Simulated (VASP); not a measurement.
Wanted: the native input for a VASP 6.6.1 run.

| Property | Result |
| --- | --- |
| Task | single point |
| Functional | PBEsol |
| Potentials or basis | VASP PAW PBE potentials, release 64 (Ba_sv, Ti_sv, O) |
| Cutoff | 520 eV |
| k mesh | 6 × 6 × 6 |
| Occupations | gaussian, width 0.01 eV |
| Spin | no spin polarisation |
| Hubbard terms | Ti d U = 6.0 eV |
| Dipole correction | no |
| Further INCAR settings | ALGO = Normal; EDIFF = 1e-06; NBANDS = 28 |

The structure of BaTiO3 lies in POSCAR:

```
BaTiO3
1.0
    3.9998000000      0.0000000000      0.0000000000
    0.0000000000      3.9998000000      0.0000000000
    0.0000000000      0.0000000000      4.0180000000
Ba Ti O
1 1 3
Direct
    0.0000000000      0.0000000000      0.0000000000
    0.5000000000      0.5000000000      0.4900000000
    0.5000000000      0.5000000000      0.0190000000
    0.5000000000      0.0000000000      0.5170000000
    0.0000000000      0.5000000000      0.5170000000
```

One way to write it, as run:

INCAR

```
PREC = Accurate ; ENCUT = 520
EDIFF = 1E-6 ; ISMEAR = 0
SIGMA = 0.01 ; LREAL = F
LASPH = T ; NELM = 150
ALGO = Normal ; ISIF = 2
LWAVE = F ; LCHARG = T
LMAXMIX = 4 ; LDAU = T
LDAUTYPE = 2 ; LDAUL = -1 2 -1
LDAUU = 0 6 0 ; LDAUJ = 0 0 0
LDAUPRINT = 1 ; GGA = PS
LELF = T ; LVHAR = T
NBANDS = 28
```

KPOINTS

```
Automatic mesh
0
Gamma
  6 6 6
```

Potentials or basis: VASP PAW PBE potentials, release 64 (Ba_sv, Ti_sv, O).

Command:

```bash
$ cat potpaw_PBE.64/Ba_sv/POTCAR potpaw_PBE.64/Ti_sv/POTCAR potpaw_PBE.64/O/POTCAR > POTCAR
$ mpirun -np 1 vasp_std > vasp.out
```

It gave:

- Pressure: 3.0 GPa
- Largest force: 0.739 eV/Å
- Band gap on the k mesh: 2.47 eV (least direct gap 2.78 eV)

Caveat: the cell stands under pressure; the PAW data sets were made with another functional, which shifts forces and pressure a little; spin-orbit coupling is left out, which moves the levels of the heavy elements.

Wall time 34 s on 1 thread of AMD EPYC 9R45 96-Core Processor (Zen 5) (shared host), peak memory 0.19 GiB.
